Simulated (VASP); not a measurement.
# Mg7Se in VASP: further runs, part 2 of 2

VASP 6.6.1. The steps go on from the part before.

## 4. Single point, PBE

This run uses another cell than the first one, of 23.47 Å³/atom.

INCAR

```
SYSTEM = Mg7Se
PREC = Accurate
ENCUT = 520
EDIFF = 1E-7
ISMEAR = 0
SIGMA = 0.2
LREAL = .FALSE.
LASPH = .TRUE.
NELM = 80
ALGO = Normal
ISIF = 2
LWAVE = .FALSE.
LCHARG = .TRUE.
GGA = PE
LELF = .TRUE.
LVHAR = .TRUE.
NBANDS = 20
```

KPOINTS

```
regular mesh
0
G
  6 4 4
  0 0 0
```

POSCAR

```
Mg7Se
1.0
    0.0013095844     -0.0080863776      4.5521746010
    6.4321609555     -0.0028538330      0.0019423659
   -0.0028132451      6.4133367235     -0.0132868528
Mg Se
7 1
Direct
    0.0859819636      0.2610837466      0.2609583194
    0.0867830098      0.7391857683      0.7390491965
    0.0860331312      0.7385144461      0.2611458333
    0.0864648395      0.2611882885      0.7394738594
    0.5870260978      0.5001866064      0.9998255991
    0.5886327098      1.0002181714      0.5000089010
    0.5940253906      0.4999847994      0.5000886164
    0.7795721074      0.9996381734      0.9994496749
```

Potentials or basis: VASP PAW PBE potentials, release 64 (Mg, Se).

On the command line:

```console
$ cat potpaw_PBE.64/Mg/POTCAR potpaw_PBE.64/Se/POTCAR > POTCAR
$ mpirun -np 1 vasp_std > vasp.out
```

OUTCAR:

```text
SYSTEM = Mg7Se
   PREC = Accurate
   ENCUT = 520
   EDIFF = 1E-7
   ISMEAR = 0
   LREAL = .FALSE.
   LASPH = .TRUE.
   NELM = 80
   ISIF = 2
   GGA = PE

 ion  position               nearest neighbor table
   1  0.086  0.261  0.261-   8 2.75   4 3.07   3 3.07   7 3.12   7 3.17   5 3.21   6 3.21   6 3.22
                             5 3.23   4 3.34   3 3.36
   2  0.087  0.739  0.739-   8 2.75   3 3.06   4 3.07   7 3.12   7 3.17   6 3.21   5 3.21   5 3.22
                             6 3.23   3 3.35   4 3.36
   3  0.086  0.739  0.261-   8 2.75   2 3.06   1 3.07   7 3.12   7 3.17   5 3.21   6 3.21   5 3.22
                             6 3.22   2 3.35   1 3.36
   4  0.086  0.261  0.739-   8 2.75   1 3.07   2 3.07   7 3.12   7 3.18   6 3.21   5 3.21   5 3.22
                             6 3.23   1 3.34   2 3.36
   5  0.587  0.500  1.000-   7 3.21   3 3.21   7 3.21   1 3.21   4 3.21   2 3.21   4 3.22   2 3.22
                             3 3.22   1 3.23
   6  0.589  0.000  0.500-   2 3.21   4 3.21   3 3.21   1 3.21   7 3.21   7 3.22   1 3.22   3 3.22
                             4 3.23   2 3.23
   7  0.594  0.500  0.500-   4 3.12   2 3.12   1 3.12   3 3.12   3 3.17   1 3.17   2 3.17   4 3.18
                             5 3.21   5 3.21   6 3.21   6 3.22
   8  0.780  1.000  0.999-   2 2.75   1 2.75   3 2.75   4 2.75

  LATTYP: Found a triclinic cell.
 ALAT       =     6.4133511040
 B/A-ratio  =     0.7097977169
 C/A-ratio  =     1.0029330653
 COS(alpha) =     0.0005904476
 COS(beta)  =     0.0008829608
 COS(gamma) =     0.0038482417

  Lattice vectors:

 A1 = (  -0.0028132451,   6.4133367235,  -0.0132868528)
 A2 = (  -0.0013095844,   0.0080863776,  -4.5521746010)
 A3 = (  -6.4321609555,   0.0028538330,  -0.0019423659)

Analysis of symmetry for initial positions (statically):
=====================================================================
 Subroutine PRICEL returns:
 Original cell was already a primitive cell.

 Routine SETGRP: Setting up the symmetry group for a
 triclinic supercell.

 Subroutine GETGRP returns: Found  1 space group operations
 (whereof  1 operations were pure point group operations)
 out of a pool of  2 trial point group operations.

The static configuration has the point symmetry C_1 .

Analysis of symmetry for dynamics (positions and initial velocities):
=====================================================================
 Subroutine PRICEL returns:
 Original cell was already a primitive cell.

 Routine SETGRP: Setting up the symmetry group for a
 triclinic supercell.

 Subroutine GETGRP returns: Found  1 space group operations
 (whereof  1 operations were pure point group operations)
 out of a pool of  2 trial point group operations.

The dynamic configuration has the point symmetry C_1 .

 Subroutine INISYM returns: Found  1 space group operations
 (whereof  1 operations are pure point group operations),
 and found     1 'primitive' translations

----------------------------------------------------------------------------------------

                                     Primitive cell

  volume of cell :     187.7838

  direct lattice vectors                    reciprocal lattice vectors
     0.001309584 -0.008086378  4.552174601    -0.000066135  0.000455086  0.219676057
[... 54 lines left out ...]
            Coordinates               Weight
  0.000000  0.000000  0.000000      1.000000
  0.166667  0.000000  0.000000      2.000000
  0.333333 -0.000000  0.000000      2.000000
  0.500000  0.000000 -0.000000      1.000000
  0.000000  0.250000 -0.000000      2.000000
  0.166667  0.250000 -0.000000      2.000000
[... 16 lines left out ...]
  0.333333  0.250000  0.250000      2.000000
  0.500000  0.250000  0.250000      2.000000
 [... further k-points ...]
   k-points           NKPTS =     52   k-points in BZ     NKDIM =     52   number of bands    NBANDS=     20
   number of dos      NEDOS =    301   number of ions     NIONS =      8
   total plane-waves  NPLWV =  82944
   dimension x,y,z NGX =    36 NGY =   48 NGZ =   48
   dimension x,y,z NGXF=    72 NGYF=   96 NGZF=   96
   ions per type =               7   1
   NGX,Y,Z   is equivalent  to a cutoff of  13.15, 12.41, 12.44 a.u.
   NGXF,Y,Z  is equivalent  to a cutoff of  26.29, 24.81, 24.88 a.u.
 SYSTEM =  Mg7Se
   PREC   = accura    normal or accurate (medium, high low for compatibility)
   ISTART =      0    job   : 0-new  1-cont  2-samecut
   ICHARG =      2    charge: 1-file 2-atom 10-const
   ISPIN  =      1    spin polarized calculation?
   LNONCOLLINEAR =      F non collinear calculations
   LSORBIT =      F    spin-orbit coupling
   LASPH  =      T    aspherical Exc in radial PAW
   ENCUT  =  520.0 eV  38.22 Ry    6.18 a.u.   8.46 11.96 11.92*2*pi/ulx,y,z
   NELM   =     80;   NELMIN=  2; NELMDL= -5     # of ELM steps
   EDIFF  = 0.1E-06   stopping-criterion for ELM
   LREAL  =      F    real-space projection
   EDIFFG = 0.1E-05   stopping-criterion for IOM
   NSW    =      0    number of steps for IOM
   IBRION =     -1    ionic relax: 0-MD 1-quasi-New 2-CG
   NFREE  =      0    steps in history (QN), initial steepest desc. (CG)
   ISIF   =      2    stress and relaxation
   ISYM   =      2    0-nonsym 1-usesym 2-fastsym
   POTIM  = 0.5000    time-step for ionic-motion
   TEBEG  =    0.0;   TEEND  =   0.0 temperature during run
   PSTRESS=    0.0 pullay stress
   NELECT =      20.0000    total number of electrons
   NUPDOWN=      -1.0000    fix difference up-down
   EMIN   =  10.00;   EMAX   =-10.00  energy-range for DOS
   EFERMI =   0.00;   METHOD = LEGACY
   ISMEAR =     0;   SIGMA  =   0.20  broadening in eV -4-tet -1-fermi 0-gaus
   EFERMI_NEDOS =   21; number of points for ismear=-14 and -15
   IALGO  =     38    algorithm
   IMIX   =      4    mixing-type and parameters
     AMIX     =   0.40;   BMIX     =  1.00
     AMIX_MAG =   1.60;   BMIX_MAG =  1.00
  volume/ion in A,a.u.               =      23.47       158.40
  Fermi-wavevector in a.u.,A,eV,Ry     =   0.776007  1.466440  8.193243  0.602186
  Thomas-Fermi vector in A             =   1.878394
   LORBIT       =      0    0 simple, 1 ext, 2 COOP (PROOUT), +10 PAW based schemes
   GGA     = PE    functional components
   LHFCALC =     F    Hartree Fock is set to
   AEXX    =    0.0000 exact exchange contribution
   IVDW    =     0    specifies the selected vdW correction
   LEPSILON=     F    determine dielectric tensor
   LRPA    =     F    only Hartree local field effects (RPA)
 non-spin polarized calculation
 Gauss-broadening in eV      SIGMA  =   0.20
  energy-cutoff  :      520.00
  volume of cell :      187.78
 maximum number of plane-waves:      5088
 NGX is ok and might be reduce to    36
   NGX = 17   NGY = 23   NGZ = 23

 number of electron      19.9999999 magnetization

 Free energy of the ion-electron system (eV)
  ---------------------------------------------------
  ext. energy  EPLUGINS =         0.00000000
  ---------------------------------------------------
  free energy    TOTEN  =       -15.11047546 eV

  energy without entropy =      -15.04775655  energy(sigma->0) =      -15.07911601

 E-fermi :   2.9294     XC(G=0):  -8.5411

 val. band max:        2.9012486466   @ k =   0.0000   0.0000   0.0000
 cond. band min:       2.9723290416   @ k =   0.1667   0.2500   0.2500
 fundamental gap:      0.0710803950
 Fermi energy:         2.9293665570

 k-point     1 :       0.0000    0.0000    0.0000
  band No.  band energies     occupation
      1     -10.6290      2.00000
      2      -3.2628      2.00000
      3      -1.9359      2.00000
      4      -1.9273      2.00000
      5      -0.4573      2.00000
      6      -0.1694      2.00000
[... 541 lines left out ...]
     19       7.5527      0.00000
     20       7.7458      0.00000

 [... further k-points ...]
[... 5 lines left out ...]
  --------------------------------------------------------------------------------------
  -------------------------------------------------------------------------------------
  Total       -0.2087942     -0.1459970     -0.1356460      0.0139590      0.0803696     -0.0195425
  in kB       -1.7814389     -1.2456510     -1.1573361      0.1190986      0.6857156     -0.1667370
  external PRESSURE =      -1.3948087 kB  Pullay stress =       0.0000000 kB

 VOLUME and BASIS-vectors are now :
 -----------------------------------------------------------------------------
  energy-cutoff  :      520.00
  volume of cell :      187.78
      direct lattice vectors                 reciprocal lattice vectors
     0.001309584 -0.008086378  4.552174601    -0.000066135  0.000455086  0.219676057
     6.432160955 -0.002853833  0.001942366     0.155468790  0.000068105 -0.000044605
    -0.002813245  6.413336723 -0.013286853     0.000069098  0.155925678  0.000276963

 POSITION                                       TOTAL-FORCE (eV/Angst)
 -----------------------------------------------------------------------------------
      1.67871      1.67217      0.38844         0.001301      0.004961     -0.001884
      4.75260      4.73696      0.38667        -0.006824     -0.000706      0.000078
      4.74962      1.67201      0.38960         0.000890      0.001785     -0.003587
      1.67804      4.74105      0.38429         0.004184     -0.005012      0.000768
      3.21524      6.40604      2.65993        -0.000304      0.005087      0.004522
      0.00077      3.20196      2.67292        -0.002938     -0.000213     -0.007397
      3.21535      3.20101      2.69843         0.000777     -0.004538      0.001356
      6.42804      6.40065      3.53741         0.002915     -0.001364      0.006144
 -----------------------------------------------------------------------------------
    total drift:                                0.000004      0.000101     -0.000643

  FREE ENERGIE OF THE ION-ELECTRON SYSTEM (eV)
  ---------------------------------------------------
  free  energy   TOTEN  =       -15.1104754623 eV

  energy  without entropy=      -15.0477565517  energy(sigma->0) =      -15.07911601
```

Run time: 86 s. Hardware: 1 thread of Intel Xeon 6975P-C (Granite Rapids), shared host; peak memory 0.36 GiB.

Results:

```yaml
Free_energy: -15.1105 eV
Pressure: -0.1 GPa
Largest_force: 0.008 eV/Å
Band_gap_on_the_k_mesh: zero (bands 10 and 11 overlap by 1.88 eV)
```

Forces in eV/Å, atoms in the order of the input:
```
Mg   0.001  0.005 -0.002
Mg  -0.007 -0.001  0.000
Mg   0.001  0.002 -0.004
Mg   0.004 -0.005  0.001
Mg   0.000  0.005  0.005
Mg  -0.003  0.000 -0.007
Mg   0.001 -0.005  0.001
Se   0.003 -0.001  0.006
```

## 5. Overview

| cell | k mesh | smearing | gap on the mesh (eV) | pressure (GPa) | largest force (eV/Å) |
| --- | --- | --- | --- | --- | --- |
| a = 4.630, b = 6.380, c = 6.380 Å, 8 atoms, atomic positions A | 6 × 4 × 4 | gaussian 0.2 eV | none | -0.1 | 0.03 |
| a = 6.380, b = 6.380, c = 4.630 Å, 8 atoms, atomic positions A | 6 × 6 × 8 | gaussian 0.1 eV | none | -0.1 | 0.01 |
| a = 4.552, b = 6.432, c = 6.413 Å, angles 90.1, 90.2, 90.0°, 8 atoms, atomic positions B | 6 × 4 × 4 | gaussian 0.2 eV | none | -0.1 | 0.01 |

Alike in all rows: task single point; level PBE; potentials or basis VASP PAW PBE potentials, release 64 (Mg, Se); no spin polarisation; cutoff (eV) 520.

Total energies depend on the potentials used, so only differences within one code and one set of settings carry meaning.
